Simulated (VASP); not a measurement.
Here is a VASP 6.6.1 calculation.

File POSCAR:

```
Al2GaP3
1.0
    3.9066079877      0.0000000000      0.0000000000
   -1.9533039938      3.3832217600      0.0000000000
    0.0000000000      0.0000000000      9.5676462929
Al Ga P
2 1 3
Direct
    0.0000000000      0.0000000000      0.0001896586
    0.6666666667      0.3333333333      0.6661207826
    0.3333333333      0.6666666667      0.3335091645
    0.6666666667      0.3333333333      0.9167540636
    0.3333333333      0.6666666667      0.5832435861
    0.0000000000      0.0000000000      0.2501827445
```

The input INCAR.step1:

```
ALGO = Normal ; EDIFF = 1E-4
ENCUT = 520 ; GGA = PE
ISMEAR = 0 ; LASPH = T
LCHARG = F ; LREAL = F
LWAVE = T ; NBANDS = 26
NELM = 80 ; PREC = Accurate
SIGMA = 0.01
```

File INCAR.step2:

```
ALGO = Normal ; EDIFF = 1E-7
ENCUT = 520 ; ISIF = 2
ISMEAR = 0 ; ISTART = 1
LASPH = T ; LCHARG = F
LMIXTAU = T ; LREAL = F
LWAVE = F ; METAGGA = R2SCAN
NBANDS = 26 ; NELM = 80
PREC = Accurate ; SIGMA = 0.01
```

File KPOINTS:

```
k-points
0
Gamma
  6 6 2
```

Potentials or basis: VASP PAW PBE potentials, release 64 (Al, Ga_d, P).

Run with:

```console
$ cat potpaw_PBE.64/Al/POTCAR potpaw_PBE.64/Ga_d/POTCAR potpaw_PBE.64/P/POTCAR > POTCAR
$ cp INCAR.step1 INCAR
$ mpirun -np 1 vasp_std > vasp.out
$ cp INCAR.step2 INCAR
$ mpirun -np 1 vasp_std > vasp.out
```

(1) Predict the largest force.

(2) Predict the band gap on the k mesh.

(3) Estimate the pressure.

Results:

(1) 0.037 eV/Å.

(2) 1.93 eV, indirect (least direct gap 2.36 eV).

(3) -2.7 GPa.

Caveat: the PAW data sets were made with another functional, which shifts forces and pressure a little.
